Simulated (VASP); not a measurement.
Input of a VASP 6.6.1 run:

The input POSCAR:

```
BiMo
1.0
    0.0000000000      2.8084523354      2.8084523354
    2.8084523354      0.0000000000      2.8084523354
    2.8084523354      2.8084523354      0.0000000000
Mo Bi
1 1
Direct
    0.5000000000      0.5000000000      0.5000000000
    0.0000000000      0.0000000000      0.0000000000
```

Contents of INCAR.step1:

```
PREC     = Accurate       # precision mode
ENCUT    = 520            # plane-wave cutoff, eV
ISMEAR   = 0              # smearing method
SIGMA    = 0.05           # smearing width, eV
LREAL    = False          # projectors in reciprocal space
LASPH    = True           # aspherical terms in the spheres
NELM     = 80             # most SCF steps
NBANDS   = 22             # bands
GGA      = PE             # functional
ALGO     = Normal         # electronic algorithm
EDIFF    = 1E-4           # SCF threshold, eV
LWAVE    = True           # write WAVECAR
LCHARG   = False          # write CHGCAR
```

File INCAR.step2:

```
PREC     = Accurate       # precision mode
ENCUT    = 520            # plane-wave cutoff, eV
EDIFF    = 1E-7           # SCF threshold, eV
ISMEAR   = 0              # smearing method
SIGMA    = 0.05           # smearing width, eV
LREAL    = False          # projectors in reciprocal space
LASPH    = True           # aspherical terms in the spheres
NELM     = 80             # most SCF steps
ALGO     = Normal         # electronic algorithm
ISIF     = 2              # what is computed and relaxed
LWAVE    = False          # write WAVECAR
LCHARG   = True           # write CHGCAR
METAGGA  = R2SCAN         # meta-GGA
LMIXTAU  = True         
LELF     = True           # ELF
LVHAR    = True         
NBANDS   = 22             # bands
ISTART   = 1
```

File KPOINTS:

```
Automatic mesh
0
Gamma
  10 10 10
```

Potentials or basis: VASP PAW PBE potentials, release 64 (Mo_sv, Bi_d).

The run is started by

```sh
$ cat potpaw_PBE.64/Mo_sv/POTCAR potpaw_PBE.64/Bi_d/POTCAR > POTCAR
$ cp INCAR.step1 INCAR
$ mpirun -np 1 vasp_std > vasp.out
$ cp INCAR.step2 INCAR
$ mpirun -np 1 vasp_std > vasp.out
```

(1) Estimate the band gap on the k mesh.

(2) Estimate the pressure.

## Answers

(1) zero (an odd number of electrons rules out a gap without spin polarisation).

(2) 2.8 GPa.

Caveat: the PAW data sets were made with another functional, which shifts forces and pressure a little; spin-orbit coupling is left out, which moves the levels of the heavy elements.
